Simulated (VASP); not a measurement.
Set up this calculation in VASP 6.6.1, as the native input.

```
Task                   : single point
Functional             : LDA
Potentials or basis    : VASP PAW LDA potentials, release 64 (O, C, S)
Cutoff                 : 520 eV
k mesh                 : 1 × 1 × 1
Occupations            : fermi-dirac, width 0.02 eV
Spin                   : no spin polarisation
Dipole correction      : no
Further INCAR settings : ALGO = Normal; EDIFF = 1e-06; NBANDS = 52
```

The structure of C2SO2 lies in POSCAR:

```
C2SO2
1.0
    5.6807090000      0.0000000000      0.0000000000
    0.0000000000      5.6807090000      0.0000000000
    0.0000000000      0.0000000000      5.6807090000
O C S
6 6 3
Direct
    0.7496599456      0.6547246127      0.1428342835
   -0.1123979419      0.8850127687      0.5766357685
    0.0847253397      0.2309394831      0.6090612985
    0.7201213792      0.5565326441      0.7565252858
    0.6735074794      0.1275016904      0.8675325562
    0.1375708560      0.0010033959      0.2511658316
    0.7047711826      0.4753455951      0.2356043937
    0.0758884146      0.8282768929      0.6171588793
    0.1276601213      0.3123553768      0.7992136193
    0.7907815732      0.5379082083      0.5745233562
    0.5211673402      0.0932982133      0.7460160343
   -0.0601861493      0.0565422379      0.2180185607
    0.5353557100      0.2656534598      0.3600606896
    0.3306101404      0.7531454260      0.6690714134
    0.1753478307      0.4627063277      1.0416481464
```

These files were run (other wordings do the same):

INCAR

```
  PREC = Accurate
  ENCUT = 520
  EDIFF = 1E-6
  ISMEAR = -1
  SIGMA = 0.02
  LREAL = F
  LASPH = T
  NELM = 120
  ALGO = Normal
  ISIF = 2
  LWAVE = F
  LCHARG = F
  NBANDS = 52
  GGA_COMPAT = F
```

KPOINTS

```
Automatic mesh
0
Gamma
  1 1 1
```

Potentials or basis: VASP PAW LDA potentials, release 64 (O, C, S).

The run is started by

```console
$ cat potpaw_LDA.64/O/POTCAR potpaw_LDA.64/C/POTCAR potpaw_LDA.64/S/POTCAR > POTCAR
$ mpirun -np 1 vasp_gam > vasp.out
```

It gave:

The pressure is 13.1 GPa. The largest force is 5.195 eV/Å. The band gap on the k mesh is 2.05 eV.

Caveat: the k points lie up to 1.11 Å⁻¹ apart.

It took 19 s on 1 thread of Intel Xeon 8259CL, on a shared host, peak memory 0.2 GiB.
